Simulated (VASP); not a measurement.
A run of VASP 6.6.1:

The input INCAR:

```
SYSTEM = Sn
PREC = Accurate ; ENCUT = 520
EDIFF = 1E-6 ; ISMEAR = -1
SIGMA = 0.05 ; LREAL = .FALSE.
LASPH = .TRUE. ; NELM = 100
ALGO = Normal ; ISIF = 2
LWAVE = .FALSE. ; LCHARG = .FALSE.
GGA = PE ; NBANDS = 21
```

KPOINTS

```
Automatic mesh
0
G
  13 13 13
  0 0 0
```

File POSCAR:

```
Sn
1.0
   -2.2431720579      2.2431720579      1.2127430682
    2.2431720579     -2.2431720579      1.2127430682
    2.2431720579      2.2431720579     -1.2127430682
Sn
2
Direct
   -0.3750000000     -0.1250000000     -0.2500000000
    0.3750000000      0.1250000000      0.2500000000
```

Potentials or basis: VASP PAW PBE potentials, release 64 (Sn_d).

Command:

```sh
$ cat potpaw_PBE.64/Sn_d/POTCAR > POTCAR
$ mpirun -np 1 vasp_std > vasp.out
```

Hardware: 1 thread of Intel(R) Xeon(R) 6975P-C (Granite Rapids), on a shared host.

**Question.** How long does it take, and how much memory?

**Answer.** Run time: 53 s on 1 thread of Intel(R) Xeon(R) 6975P-C (Granite Rapids), with other jobs on the host, peak memory 0.21 GiB. Counts: scf iterations 12, k points 196.
